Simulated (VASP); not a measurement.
# Ga3Se (Pm-3m) in VASP: a series of runs

The runs below take Ga3Se through single point, with PBE-based screened hybrid with 10 % exact exchange, HSE06.

Program: VASP 6.6.1. These are calculated values, not measurements. Logs are shortened: lines on timing, memory, paths and dates and some standing lists are left out, and cuts for length are marked.

## 1. The cell of the first run

Symmetry: Pm-3m, No. 221, cubic system. Conventional cell: a = 4.432 Å, b = 4.432 Å, c = 4.432 Å, α = 90.00°, β = 90.00°, γ = 90.00°. Within 4.1 Å of Se (site symmetry m-3m) lie 12 Ga at 3.13 Å. Ga (site symmetry 4/mmm) has 4 Se at 3.13 Å and 8 Ga at 3.13 Å within 4.1 Å.

## 2. Single point, PBE-based screened hybrid with 10 % exact exchange

POSCAR

```
Ga3Se
1.0
    4.4324650000      0.0000000000      0.0000000000
    0.0000000000      4.4324650000      0.0000000000
    0.0000000000      0.0000000000      4.4324650000
Se Ga
1 3
Direct
    0.0000000000      0.0000000000      0.0000000000
    0.5000000000      0.5000000000      0.0000000000
    0.5000000000      0.0000000000      0.5000000000
    0.0000000000      0.5000000000      0.5000000000
```

INCAR.step1

```
ALGO = Normal
EDIFF = 1E-5
ENCUT = 520
GGA = PE
ISIF = 2
ISMEAR = -1
KPAR = 4
LASPH = True
LCHARG = False
LREAL = False
LWAVE = True
NBANDS = 30
NELM = 60
PREC = Accurate
SIGMA = 0.05
```

INCAR.step2

```
AEXX = 0.1
ALGO = Normal
EDIFF = 1E-6
ENCUT = 520
GGA = PE
HFSCREEN = 0.2078699
ISIF = 2
ISMEAR = -1
ISTART = 1
KPAR = 4
LASPH = True
LCHARG = False
LHFCALC = True
LREAL = False
LWAVE = False
NBANDS = 30
NELM = 60
PREC = Accurate
PRECFOCK = Normal
SIGMA = 0.05
```

KPOINTS

```
k-points
0
Gamma
  4 4 4
```

Potentials or basis: VASP PAW PBE potentials, release 64 (Se, Ga_d).

On the command line:

```bash
cat potpaw_PBE.64/Se/POTCAR potpaw_PBE.64/Ga_d/POTCAR > POTCAR
cp INCAR.step1 INCAR
mpirun -np 4 vasp_std > vasp.out
cp INCAR.step2 INCAR
mpirun -np 4 vasp_std > vasp.out
```

OUTCAR:

```text
AEXX = 0.1
   EDIFF = 1E-6
   ENCUT = 520
   GGA = PE
   HFSCREEN = 0.2078699
   ISIF = 2
   ISMEAR = -1
   ISTART = 1
   LASPH = True
   LHFCALC = True
   LREAL = False
   NELM = 60
   PREC = Accurate
   PRECFOCK = Normal

 ion  position               nearest neighbor table
   1  0.000  0.000  0.000-
   2  0.500  0.500  0.000-
   3  0.500  0.000  0.500-
   4  0.000  0.500  0.500-

  LATTYP: Found a simple cubic cell.
 ALAT       =     4.4324650000

  Lattice vectors:

 A1 = (   4.4324650000,   0.0000000000,   0.0000000000)
 A2 = (   0.0000000000,   4.4324650000,   0.0000000000)
 A3 = (   0.0000000000,   0.0000000000,   4.4324650000)

Analysis of symmetry for initial positions (statically):
=====================================================================
 Subroutine PRICEL returns:
 Original cell was already a primitive cell.

 Routine SETGRP: Setting up the symmetry group for a
 simple cubic supercell.

 Subroutine GETGRP returns: Found 48 space group operations
 (whereof 48 operations were pure point group operations)
 out of a pool of 48 trial point group operations.

The static configuration has the point symmetry O_h .

Analysis of symmetry for dynamics (positions and initial velocities):
=====================================================================
 Subroutine PRICEL returns:
 Original cell was already a primitive cell.

 Routine SETGRP: Setting up the symmetry group for a
 simple cubic supercell.

 Subroutine GETGRP returns: Found 48 space group operations
 (whereof 48 operations were pure point group operations)
 out of a pool of 48 trial point group operations.

The dynamic configuration has the point symmetry O_h .

 Subroutine INISYM returns: Found 48 space group operations
 (whereof 48 operations are pure point group operations),
 and found     1 'primitive' translations

----------------------------------------------------------------------------------------

                                     Primitive cell

  volume of cell :      87.0835

  direct lattice vectors                    reciprocal lattice vectors
     4.432465000  0.000000000  0.000000000     0.225608098  0.000000000  0.000000000
     0.000000000  4.432465000  0.000000000     0.000000000  0.225608098  0.000000000
     0.000000000  0.000000000  4.432465000     0.000000000  0.000000000  0.225608098

  length of vectors
     4.432465000  4.432465000  4.432465000     0.225608098  0.225608098  0.225608098

  position of ions in fractional coordinates (direct lattice)
     0.000000000  0.000000000  0.000000000
     0.500000000  0.500000000  0.000000000
     0.500000000  0.000000000  0.500000000
     0.000000000  0.500000000  0.500000000

  ion indices of the primitive-cell ions
   primitive index   ion index
                 1           1
                 2           2
                 3           3
                 4           4

----------------------------------------------------------------------------------------

 KPOINTS: k-points

Automatic generation of k-mesh.
 Grid dimensions read from file:
 generate k-points for:    4    4    4

 Generating k-lattice:

  Cartesian coordinates                     Fractional coordinates (reciprocal lattice)
     0.056402025  0.000000000  0.000000000     0.250000000  0.000000000  0.000000000
     0.000000000  0.056402025  0.000000000     0.000000000  0.250000000  0.000000000
     0.000000000  0.000000000  0.056402025     0.000000000  0.000000000  0.250000000

  Length of vectors
     0.056402025  0.056402025  0.056402025

  Shift w.r.t. Gamma in fractional coordinates (k-lattice)
     0.000000000  0.000000000  0.000000000

 Subroutine IBZKPT returns following result:
 ===========================================

 Found     10 irreducible k-points:

 Following reciprocal coordinates:
            Coordinates               Weight
  0.000000  0.000000  0.000000      1.000000
  0.250000  0.000000  0.000000      6.000000
  0.500000  0.000000  0.000000      3.000000
  0.250000  0.250000  0.000000     12.000000
  0.500000  0.250000  0.000000     12.000000
  0.500000  0.500000  0.000000      3.000000
  0.250000  0.250000  0.250000      8.000000
  0.500000  0.250000  0.250000     12.000000
  0.500000  0.500000  0.250000      6.000000
  0.500000  0.500000  0.500000      1.000000
   k-points           NKPTS =     10   k-points in BZ     NKDIM =     64   number of bands    NBANDS=     30
   number of dos      NEDOS =    301   number of ions     NIONS =      4
   total plane-waves  NPLWV =  46656
   dimension x,y,z NGX =    36 NGY =   36 NGZ =   36
   dimension x,y,z NGXF=    72 NGYF=   72 NGZF=   72
   ions per type =               1   3
   NGX,Y,Z   is equivalent  to a cutoff of  13.50, 13.50, 13.50 a.u.
   NGXF,Y,Z  is equivalent  to a cutoff of  27.00, 27.00, 27.00 a.u.
 SYSTEM =  unknown system
   PREC   = accura    normal or accurate (medium, high low for compatibility)
   ISTART =      1    job   : 0-new  1-cont  2-samecut
   ICHARG =      0    charge: 1-file 2-atom 10-const
   ISPIN  =      1    spin polarized calculation?
   LNONCOLLINEAR =      F non collinear calculations
   LSORBIT =      F    spin-orbit coupling
   LASPH  =      T    aspherical Exc in radial PAW
   ENCUT  =  520.0 eV  38.22 Ry    6.18 a.u.   8.24  8.24  8.24*2*pi/ulx,y,z
   NELM   =     60;   NELMIN=  2; NELMDL=  0     # of ELM steps
   EDIFF  = 0.1E-05   stopping-criterion for ELM
   LREAL  =      F    real-space projection
   EDIFFG = 0.1E-04   stopping-criterion for IOM
   NSW    =      0    number of steps for IOM
   IBRION =     -1    ionic relax: 0-MD 1-quasi-New 2-CG
   NFREE  =      0    steps in history (QN), initial steepest desc. (CG)
   ISIF   =      2    stress and relaxation
   ISYM   =      3    0-nonsym 1-usesym 2-fastsym
   POTIM  = 0.5000    time-step for ionic-motion
   TEBEG  =    0.0;   TEEND  =   0.0 temperature during run
   PSTRESS=    0.0 pullay stress
   NELECT =      45.0000    total number of electrons
   NUPDOWN=      -1.0000    fix difference up-down
   EMIN   =  10.00;   EMAX   =-10.00  energy-range for DOS
   EFERMI =   0.00;   METHOD = LEGACY
   ISMEAR =    -1;   SIGMA  =   0.05  broadening in eV -4-tet -1-fermi 0-gaus
   EFERMI_NEDOS =   21; number of points for ismear=-14 and -15
   IALGO  =     38    algorithm
   IMIX   =      1    mixing-type and parameters
     AMIX     =   0.40;   BMIX     =  1.00
     AMIX_MAG =   1.60;   BMIX_MAG =  1.00
  volume/ion in A,a.u.               =      21.77       146.92
  Fermi-wavevector in a.u.,A,eV,Ry     =   1.313713  2.482557 23.481488  1.725841
  Thomas-Fermi vector in A             =   2.444016
   LORBIT       =      0    0 simple, 1 ext, 2 COOP (PROOUT), +10 PAW based schemes
   GGA     = PE    functional components
   LHFCALC =     T    Hartree Fock is set to
   PRECFOCK=normal    Normal, Fast or Accurate (Low or Medium for compatibility)
   ENCUT4O =  -1.0   cutoff for four orbital integrals eV
   NKREDX  =     1    reduce k-point grid by
   NKREDY  =     1    reduce k-point grid by
   NKREDZ  =     1    reduce k-point grid by
   AEXX    =    0.1000 exact exchange contribution
   HFSCREEN=    0.2079 screening length (either q_TF or 0.3 A-1)
   HFSCREENC=   0.2079 screening length for correlation (either q_TF or 0.3 A-1)
   ENCUTFOCK=  -1.0 apply spherical cutoff to Coloumb kernel
   IVDW    =     0    specifies the selected vdW correction
   LEPSILON=     F    determine dielectric tensor
   LRPA    =     F    only Hartree local field effects (RPA)
 non-spin polarized calculation
  energy-cutoff  :      520.00
  volume of cell :       87.08
 maximum number of plane-waves:      2360
 NGX is ok and might be reduce to    36
  NGX = 28; NGY = 28; NGZ = 28

 number of electron      44.9999944 magnetization

 Free energy of the ion-electron system (eV)
  ---------------------------------------------------
  ext. energy  EPLUGINS =         0.00000000
  ---------------------------------------------------
  free energy    TOTEN  =       -13.11597280 eV

  energy without entropy =      -13.10292380  energy(sigma->0) =      -13.10944830

 E-fermi :   4.6469     XC(G=0):  -9.5548

 val. band max:        4.6131601054   @ k =   0.5000   0.2500   0.2500
 cond. band min:       4.9156356364   @ k =   0.5000   0.2500   0.0000
 fundamental gap:      0.3024755310
 Fermi energy:         4.6469397301

 k-point     1 :       0.0000    0.0000    0.0000
  band No.  band energies     occupation
      1     -11.5847      2.00000
      2     -11.5742      2.00000
      3     -11.5742      2.00000
      4     -11.5742      2.00000
      5     -11.5239      2.00000
      6     -11.5239      2.00000
[... 22 lines left out ...]
     29      10.7705      0.00000
     30      11.9470      0.00000

 k-point     2 :       0.2500    0.0000    0.0000
  band No.  band energies     occupation
      1     -11.5679      2.00000
      2     -11.5534      2.00000
      3     -11.5451      2.00000
      4     -11.5451      2.00000
      5     -11.5198      2.00000
      6     -11.5040      2.00000
[... 22 lines left out ...]
     29      12.0501      0.00000
     30      12.2136      0.00000

 k-point     3 :       0.5000    0.0000    0.0000
  band No.  band energies     occupation
      1     -11.5609      2.00000
      2     -11.5222      2.00000
      3     -11.4955      2.00000
      4     -11.4932      2.00000
      5     -11.4932      2.00000
      6     -11.4738      2.00000
[... 22 lines left out ...]
     29       9.4381      0.00000
     30      11.1074      0.00000

 k-point     4 :       0.2500    0.2500    0.0000
  band No.  band energies     occupation
      1     -11.5487      2.00000
      2     -11.5462      2.00000
      3     -11.5292      2.00000
      4     -11.5178      2.00000
      5     -11.5093      2.00000
      6     -11.4898      2.00000
[... 154 lines left out ...]
     29      11.1525      0.00000
     30      11.3271      0.00000

 k-point     9 :       0.5000    0.5000    0.2500
  band No.  band energies     occupation
      1     -11.5841      2.00000
      2     -11.5188      2.00000
      3     -11.5188      2.00000
      4     -11.5090      2.00000
      5     -11.4978      2.00000
      6     -11.4978      2.00000
[... 22 lines left out ...]
     29      11.3044      0.00000
     30      12.9921      0.00000

 k-point    10 :       0.5000    0.5000    0.5000
  band No.  band energies     occupation
      1     -11.6231      2.00000
      2     -11.5221      2.00000
      3     -11.5221      2.00000
      4     -11.5221      2.00000
      5     -11.5150      2.00000
      6     -11.5150      2.00000
[... 22 lines left out ...]
     29      13.5670      0.00000
     30      13.5670      0.00000

------------------------ aborting loop because EDIFF is reached ----------------------------------------

  FORCE on cell =-STRESS in cart. coord.  units (eV):
  Direction    XX          YY          ZZ          XY          YZ          ZX
  --------------------------------------------------------------------------------------
  -------------------------------------------------------------------------------------
  Total       -0.1997619     -0.1997619     -0.1997619     -0.0000000     -0.0000000     -0.0000000
  in kB       -3.6752532     -3.6752532     -3.6752532     -0.0000000     -0.0000000     -0.0000000
  external PRESSURE =      -3.6752532 kB  Pullay stress =       0.0000000 kB

 VOLUME and BASIS-vectors are now :
 -----------------------------------------------------------------------------
  energy-cutoff  :      520.00
  volume of cell :       87.08
      direct lattice vectors                 reciprocal lattice vectors
     4.432465000  0.000000000  0.000000000     0.225608098  0.000000000  0.000000000
     0.000000000  4.432465000  0.000000000     0.000000000  0.225608098  0.000000000
     0.000000000  0.000000000  4.432465000     0.000000000  0.000000000  0.225608098

 POSITION                                       TOTAL-FORCE (eV/Angst)
 -----------------------------------------------------------------------------------
      0.00000      0.00000      0.00000         0.000000      0.000000      0.000000
      2.21623      2.21623      0.00000         0.000000      0.000000      0.000000
      2.21623      0.00000      2.21623         0.000000      0.000000      0.000000
      0.00000      2.21623      2.21623         0.000000      0.000000      0.000000
 -----------------------------------------------------------------------------------
    total drift:                                0.000002      0.000002     -0.000000

  FREE ENERGIE OF THE ION-ELECTRON SYSTEM (eV)
  ---------------------------------------------------
  free  energy   TOTEN  =       -13.1159727970 eV

  energy  without entropy=      -13.1029238030  energy(sigma->0) =      -13.10944830
```

Run time: 23 min. Hardware: 4 MPI ranks of AMD EPYC 7R13 (Zen 3), shared host; peak memory 0.33 GiB.

Results:

- Free energy: -13.1160 eV
- Pressure: -0.4 GPa
- Band gap on the k mesh: zero (an odd number of electrons rules out a gap without spin polarisation)

Caveat: the PAW data sets were made with another functional, which shifts forces and pressure a little.

(Continued in part 2 of 2.)

The gap in the log of VASP goes by the Fermi energy; the results here count the filled bands.